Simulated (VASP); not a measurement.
A run of VASP 6.6.1:

Contents of INCAR:

```
SYSTEM = W
ALGO = Normal
EDIFF = 1E-6
ENCUT = 520
GGA = PE
ISIF = 2
ISMEAR = 0
LASPH = .TRUE.
LCHARG = .TRUE.
LELF = .TRUE.
LREAL = .FALSE.
LVHAR = .TRUE.
LWAVE = .FALSE.
NBANDS = 13
NELM = 80
PREC = Accurate
SIGMA = 0.05
```

Contents of KPOINTS:

```
k-points
0
G
  12 12 12
  0 0 0
```

File POSCAR:

```
W
1.0
    0.0000000000      2.0567135898      2.0567135898
    2.0567135898      0.0000000000      2.0567135898
    2.0567135898      2.0567135898      0.0000000000
W
1
Direct
    0.0000000000      0.0000000000      0.0000000000
```

Potentials or basis: VASP PAW PBE potentials, release 64 (W_sv).

Launch:

```console
$ cat potpaw_PBE.64/W_sv/POTCAR > POTCAR
$ mpirun -np 1 vasp_std > vasp.out
```

Hardware: 1 thread of Intel Xeon 8259CL, on a shared host.

**Question.** How long does it take, and how much memory?

**Answer.** Run time: 15 s on 1 thread of Intel Xeon 8259CL (shared host), peak memory 0.15 GiB. Counts: scf iterations 11, k points 72.
